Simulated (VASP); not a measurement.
Crystal: LiH (zincblende type).

```
Li H
1.0
     0.00000    2.14485    2.14485
     2.14485    0.00000    2.14485
     2.14485    2.14485    0.00000
Li H
1 1
Direct
  0.00000 0.00000 0.00000
  0.25000 0.25000 0.25000
```

Base run:

```yaml
Program: VASP 6.6.1
Functional: PBE
Potentials_or_basis: VASP PAW PBE potentials, release 64 (Li_sv, H)
Cutoff: 520 eV
k_mesh: 18 × 18 × 18
Occupations: fermi-dirac, width 0.05 eV
Spin: no spin polarisation
```

Its results: band gap on the k mesh 4.21 eV, indirect (least direct gap 5.27 eV).

The run is repeated on the same cell with these changes: k mesh from 18 × 18 × 18 to 6 × 6 × 6. What comes out?

Band gap on the k mesh 4.30 eV, indirect (least direct gap 5.27 eV).

Caveats: some runs use coarse meshes.

A k mesh can miss the band edges.
